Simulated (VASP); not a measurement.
# Zr2TiC3 (P-3m1) in VASP: a series of runs

Zr2TiC3 is run at these levels: PBE; tasks: single point, relaxation of cell and atoms.

All numbers are computed with VASP 6.6.1; they aren't measurements. Logs are shortened: lines on timing, memory, paths and dates and some standing lists are left out, and cuts for length are marked.

### 1 The cell of the first run

Symmetry: P-3m1, No. 164, trigonal system. The conventional cell has a = 3.253 Å, b = 3.253 Å, c = 7.926 Å, α = 90.00°, β = 90.00°, γ = 120.00°. Zr (site symmetry 3m) has 6 C at 2.33 Å and 3 Ti at 3.20 Å and 9 Zr at 3.25 to 3.33 Å within 3.4 Å. Within 3.0 Å of Ti (site symmetry -3m) lie 6 C at 2.24 Å. C (site symmetry 3m) has 3 Ti at 2.24 Å and 3 Zr at 2.33 Å and 3 C at 3.07 Å within 3.1 Å. Within 3.1 Å of C (site symmetry -3m) lie 6 Zr at 2.33 Å.

### 2 Single point, PBE

INCAR

```
PREC = Accurate
ENCUT = 520
EDIFF = 1E-7
ISMEAR = 0
SIGMA = 0.1
LREAL = F
LASPH = T
NELM = 60
ALGO = Normal
ISIF = 2
LWAVE = F
LCHARG = F
GGA = PE
NBANDS = 33
```

KPOINTS

```
regular mesh
0
Gamma
  12 12 6
```

POSCAR

```
Zr2TiC3
1.0
    3.2534536680      0.0000000000      0.0000000000
   -1.6267268340      2.8175735265      0.0000000000
    0.0000000000      0.0000000000      7.9258959390
Zr Ti C
2 1 3
Direct
    0.3333333333      0.6666666667      0.6735961257
    0.6666666667      0.3333333333      0.3264038743
    0.0000000000      0.0000000000      0.0000000000
    0.6666666667      0.3333333333      0.8468552011
    0.3333333333      0.6666666667      0.1531447989
    0.0000000000      0.0000000000      0.5000000000
```

Potentials or basis: VASP PAW PBE potentials, release 64 (Zr_sv, Ti_sv, C).

Started as:

```
cat potpaw_PBE.64/Zr_sv/POTCAR potpaw_PBE.64/Ti_sv/POTCAR potpaw_PBE.64/C/POTCAR > POTCAR
mpirun -np 1 vasp_std > vasp.out
```

OUTCAR:

```text
PREC = Accurate
   ENCUT = 520
   EDIFF = 1E-7
   ISMEAR = 0
   LREAL = F
   LASPH = T
   NELM = 60
   ISIF = 2
   GGA = PE

 ion  position               nearest neighbor table
   1  0.333  0.667  0.674-   4 2.33   4 2.33   4 2.33   6 2.33   6 2.33   6 2.33   3 3.20   3 3.20
                             3 3.20   2 3.33   2 3.33   2 3.33
   2  0.667  0.333  0.326-   5 2.33   5 2.33   5 2.33   6 2.33   6 2.33   6 2.33   3 3.20   3 3.20
                             3 3.20   1 3.33   1 3.33   1 3.33
   3  0.000  0.000  0.000-   4 2.24   5 2.24   5 2.24   4 2.24   4 2.24   5 2.24   1 3.20   2 3.20
                             1 3.20   2 3.20   1 3.20   2 3.20
   4  0.667  0.333  0.847-   3 2.24   3 2.24   3 2.24   1 2.33   1 2.33   1 2.33
   5  0.333  0.667  0.153-   3 2.24   3 2.24   3 2.24   2 2.33   2 2.33   2 2.33
   6  0.000  0.000  0.500-   1 2.33   2 2.33   1 2.33   2 2.33   2 2.33   1 2.33

  LATTYP: Found a hexagonal cell.
 ALAT       =     3.2534536680
 C/A-ratio  =     2.4361483973

  Lattice vectors:

 A1 = (   3.2534536680,   0.0000000000,   0.0000000000)
 A2 = (  -1.6267268340,   2.8175735265,   0.0000000000)
 A3 = (   0.0000000000,   0.0000000000,   7.9258959390)

Analysis of symmetry for initial positions (statically):
=====================================================================
 Subroutine PRICEL returns:
 Original cell was already a primitive cell.

 Routine SETGRP: Setting up the symmetry group for a
 hexagonal supercell.

 Subroutine GETGRP returns: Found 12 space group operations
 (whereof 12 operations were pure point group operations)
 out of a pool of 24 trial point group operations.

The static configuration has the point symmetry D_3d.

Analysis of symmetry for dynamics (positions and initial velocities):
=====================================================================
 Subroutine PRICEL returns:
 Original cell was already a primitive cell.

 Routine SETGRP: Setting up the symmetry group for a
 hexagonal supercell.

 Subroutine GETGRP returns: Found 12 space group operations
 (whereof 12 operations were pure point group operations)
 out of a pool of 24 trial point group operations.

The dynamic configuration has the point symmetry D_3d.

 Subroutine INISYM returns: Found 12 space group operations
 (whereof 12 operations are pure point group operations),
 and found     1 'primitive' translations

----------------------------------------------------------------------------------------

                                     Primitive cell

  volume of cell :      72.6555

  direct lattice vectors                    reciprocal lattice vectors
     3.253453668  0.000000000  0.000000000     0.307365680  0.177457658  0.000000000
    -1.626726834  2.817573526  0.000000000     0.000000000  0.354915317  0.000000000
     0.000000000  0.000000000  7.925895939     0.000000000  0.000000000  0.126168702

  length of vectors
     3.253453668  3.253453668  7.925895939     0.354915317  0.354915317  0.126168702

  position of ions in fractional coordinates (direct lattice)
     0.333333333  0.666666667  0.673596126
     0.666666667  0.333333333  0.326403874
     0.000000000  0.000000000  0.000000000
     0.666666667  0.333333333  0.846855201
     0.333333333  0.666666667  0.153144799
     0.000000000  0.000000000  0.500000000

  ion indices of the primitive-cell ions
   primitive index   ion index
                 1           1
                 2           2
                 3           3
                 4           4
                 5           5
                 6           6

----------------------------------------------------------------------------------------

 KPOINTS: regular mesh

Automatic generation of k-mesh.
 Grid dimensions read from file:
 generate k-points for:   12   12    6

 Generating k-lattice:

  Cartesian coordinates                     Fractional coordinates (reciprocal lattice)
     0.025613807  0.014788138  0.000000000     0.083333333 -0.000000000  0.000000000
     0.000000000  0.029576276  0.000000000     0.000000000  0.083333333  0.000000000
     0.000000000  0.000000000  0.021028117     0.000000000  0.000000000  0.166666667

  Length of vectors
     0.029576276  0.029576276  0.021028117

  Shift w.r.t. Gamma in fractional coordinates (k-lattice)
     0.000000000  0.000000000  0.000000000

 Subroutine IBZKPT returns following result:
 ===========================================

 Found    100 irreducible k-points:

 Following reciprocal coordinates:
            Coordinates               Weight
  0.000000  0.000000  0.000000      1.000000
  0.083333  0.000000  0.000000      6.000000
  0.166667  0.000000  0.000000      6.000000
  0.250000  0.000000  0.000000      6.000000
  0.333333  0.000000  0.000000      6.000000
  0.416667  0.000000  0.000000      6.000000
[... 16 lines left out ...]
  0.166667  0.000000  0.166667      6.000000
  0.000000  0.166667  0.166667      6.000000
 [... further k-points ...]
   k-points           NKPTS =    100   k-points in BZ     NKDIM =    100   number of bands    NBANDS=     33
   number of dos      NEDOS =    301   number of ions     NIONS =      6
   total plane-waves  NPLWV =  34560
   dimension x,y,z NGX =    24 NGY =   24 NGZ =   60
   dimension x,y,z NGXF=    48 NGYF=   48 NGZF=  120
   ions per type =               2   1   3
   NGX,Y,Z   is equivalent  to a cutoff of  12.26, 12.26, 12.59 a.u.
   NGXF,Y,Z  is equivalent  to a cutoff of  24.53, 24.53, 25.17 a.u.
 SYSTEM =  unknown system
   PREC   = accura    normal or accurate (medium, high low for compatibility)
   ISTART =      0    job   : 0-new  1-cont  2-samecut
   ICHARG =      2    charge: 1-file 2-atom 10-const
   ISPIN  =      1    spin polarized calculation?
   LNONCOLLINEAR =      F non collinear calculations
   LSORBIT =      F    spin-orbit coupling
   LASPH  =      T    aspherical Exc in radial PAW
   ENCUT  =  520.0 eV  38.22 Ry    6.18 a.u.   6.05  6.05 14.74*2*pi/ulx,y,z
   NELM   =     60;   NELMIN=  2; NELMDL= -5     # of ELM steps
   EDIFF  = 0.1E-06   stopping-criterion for ELM
   LREAL  =      F    real-space projection
   EDIFFG = 0.1E-05   stopping-criterion for IOM
   NSW    =      0    number of steps for IOM
   IBRION =     -1    ionic relax: 0-MD 1-quasi-New 2-CG
   NFREE  =      0    steps in history (QN), initial steepest desc. (CG)
   ISIF   =      2    stress and relaxation
   ISYM   =      2    0-nonsym 1-usesym 2-fastsym
   POTIM  = 0.5000    time-step for ionic-motion
   TEBEG  =    0.0;   TEEND  =   0.0 temperature during run
   PSTRESS=    0.0 pullay stress
   NELECT =      48.0000    total number of electrons
   NUPDOWN=      -1.0000    fix difference up-down
   EMIN   =  10.00;   EMAX   =-10.00  energy-range for DOS
   EFERMI =   0.00;   METHOD = LEGACY
   ISMEAR =     0;   SIGMA  =   0.10  broadening in eV -4-tet -1-fermi 0-gaus
   EFERMI_NEDOS =   21; number of points for ismear=-14 and -15
   IALGO  =     38    algorithm
   IMIX   =      4    mixing-type and parameters
     AMIX     =   0.40;   BMIX     =  1.00
     AMIX_MAG =   1.60;   BMIX_MAG =  1.00
  volume/ion in A,a.u.               =      12.11        81.72
  Fermi-wavevector in a.u.,A,eV,Ry     =   1.425824  2.694416 27.660280  2.032973
  Thomas-Fermi vector in A             =   2.546167
   LORBIT       =      0    0 simple, 1 ext, 2 COOP (PROOUT), +10 PAW based schemes
   GGA     = PE    functional components
   LHFCALC =     F    Hartree Fock is set to
   AEXX    =    0.0000 exact exchange contribution
   IVDW    =     0    specifies the selected vdW correction
   LEPSILON=     F    determine dielectric tensor
   LRPA    =     F    only Hartree local field effects (RPA)
 non-spin polarized calculation
 Gauss-broadening in eV      SIGMA  =   0.10
  energy-cutoff  :      520.00
  volume of cell :       72.66
 maximum number of plane-waves:      1989
   NGX = 13   NGY = 13   NGZ = 29

 number of electron      47.9999990 magnetization

 Free energy of the ion-electron system (eV)
  ---------------------------------------------------
  ext. energy  EPLUGINS =         0.00000000
  ---------------------------------------------------
  free energy    TOTEN  =       -57.33266238 eV

  energy without entropy =      -57.32874378  energy(sigma->0) =      -57.33070308

 E-fermi :   9.5059     XC(G=0): -12.2675

 val. band max:        9.5046570369   @ k =   0.4167   0.0000   0.3333
 cond. band min:       9.5359107927   @ k =   0.5000   0.0000   0.0000
 fundamental gap:      0.0312537558
 Fermi energy:         9.5058944531

 k-point     1 :       0.0000    0.0000    0.0000
  band No.  band energies     occupation
      1     -47.2957      2.00000
      2     -38.5197      2.00000
      3     -38.4696      2.00000
      4     -23.5620      2.00000
      5     -23.4362      2.00000
      6     -23.4362      2.00000
[... 25 lines left out ...]
     32      12.5307      0.00000
     33      12.9854      0.00000

 k-point     2 :       0.0833    0.0000    0.0000
  band No.  band energies     occupation
      1     -47.2942      2.00000
      2     -38.5131      2.00000
      3     -38.4645      2.00000
      4     -23.5594      2.00000
      5     -23.4502      2.00000
      6     -23.4393      2.00000
[... 25 lines left out ...]
     32      12.9525      0.00000
     33      13.2382      0.00000
[... 754 lines left out ...]
     32      13.5642      0.00000
     33      14.0302      0.00000

 k-point    24 :       0.0000    0.1667    0.1667
  band No.  band energies     occupation
      1     -47.2902      2.00000
      2     -38.4950      2.00000
      3     -38.4506      2.00000
      4     -23.5524      2.00000
      5     -23.4882      2.00000
      6     -23.4480      2.00000
[... 25 lines left out ...]
     32      13.2293      0.00000
     33      13.8682      0.00000

 [... further k-points ...]

------------------------ aborting loop because EDIFF is reached ----------------------------------------

  FORCE on cell =-STRESS in cart. coord.  units (eV):
  Direction    XX          YY          ZZ          XY          YZ          ZX
  --------------------------------------------------------------------------------------
  -------------------------------------------------------------------------------------
  Total        0.1271225      0.1271225      0.1175826      0.0000000      0.0000000      0.0000000
  in kB        2.8032692      2.8032692      2.5928976      0.0000000      0.0000000      0.0000000
  external PRESSURE =       2.7331453 kB  Pullay stress =       0.0000000 kB

 VOLUME and BASIS-vectors are now :
 -----------------------------------------------------------------------------
  energy-cutoff  :      520.00
  volume of cell :       72.66
      direct lattice vectors                 reciprocal lattice vectors
     3.253453668  0.000000000  0.000000000     0.307365680  0.177457658  0.000000000
    -1.626726834  2.817573526  0.000000000     0.000000000  0.354915317  0.000000000
     0.000000000  0.000000000  7.925895939     0.000000000  0.000000000  0.126168702

 POSITION                                       TOTAL-FORCE (eV/Angst)
 -----------------------------------------------------------------------------------
     -0.00000      1.87838      5.33885         0.000000      0.000000      0.010720
      1.62673      0.93919      2.58704        -0.000000      0.000000     -0.010720
      0.00000      0.00000      0.00000         0.000000      0.000000      0.000000
      1.62673      0.93919      6.71209         0.000000      0.000000     -0.007455
     -0.00000      1.87838      1.21381         0.000000      0.000000      0.007455
      0.00000      0.00000      3.96295         0.000000      0.000000      0.000000
 -----------------------------------------------------------------------------------
    total drift:                               -0.000000      0.000000     -0.000000

  FREE ENERGIE OF THE ION-ELECTRON SYSTEM (eV)
  ---------------------------------------------------
  free  energy   TOTEN  =       -57.3326623818 eV

  energy  without entropy=      -57.3287437824  energy(sigma->0) =      -57.33070308
```

Wall time 2.2 min (1 thread of Intel Xeon 6975P-C (Granite Rapids), shared host); peak memory 0.34 GiB.

Results:

| Property | Result |
| --- | --- |
| Free energy | -57.3327 eV |
| Pressure | 0.3 GPa |
| Largest force | 0.011 eV/Å |
| Band gap on the k mesh | zero (bands 24 and 25 overlap by 1.27 eV) |

Forces in eV/Å, atoms in the order of the input:
```
Zr   0.000  0.000  0.011
Zr   0.000  0.000 -0.011
Ti   0.000  0.000  0.000
C    0.000  0.000 -0.007
C    0.000  0.000  0.007
C    0.000  0.000  0.000
```

(Part 1 of 2 ends here.)
